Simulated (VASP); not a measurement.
The system is SnSe.

```
Sn Se
1.0
     0.00000    3.09218    2.98471
     3.09218    0.00000    2.98471
     3.09218    3.09218    0.00000
Sn Se
1 1
Direct
  0.00000 0.00000 0.00000
  0.50000 0.50000 0.50000
```

This cell differs from its parent crystal: epitaxial xy strain +3.0%.

Base run:

- Program: VASP 6.6.1
- Functional: r2SCAN
- Potentials or basis: VASP PAW PBE potentials, release 64 (Sn_d, Se)
- Cutoff: 520 eV
- k mesh: 8 × 8 × 8
- Occupations: fermi-dirac, width 0.02 eV
- Spin: no spin polarisation

Its results: band gap on the k mesh 0.29 eV, direct; pressure -2.2 GPa.

Problem. The run is repeated on the same cell with these changes: functional from r2SCAN to PBE; cutoff from 520 eV to 500 eV. What comes out?

Solution. Band gap on the k mesh 0.42 eV, direct; pressure -1.1 GPa.

Caveats: spin-orbit coupling is left out, which moves the levels of the heavy elements; the PAW data sets were made with another functional, which shifts forces and pressure a little (some runs).

A k mesh can miss the band edges.
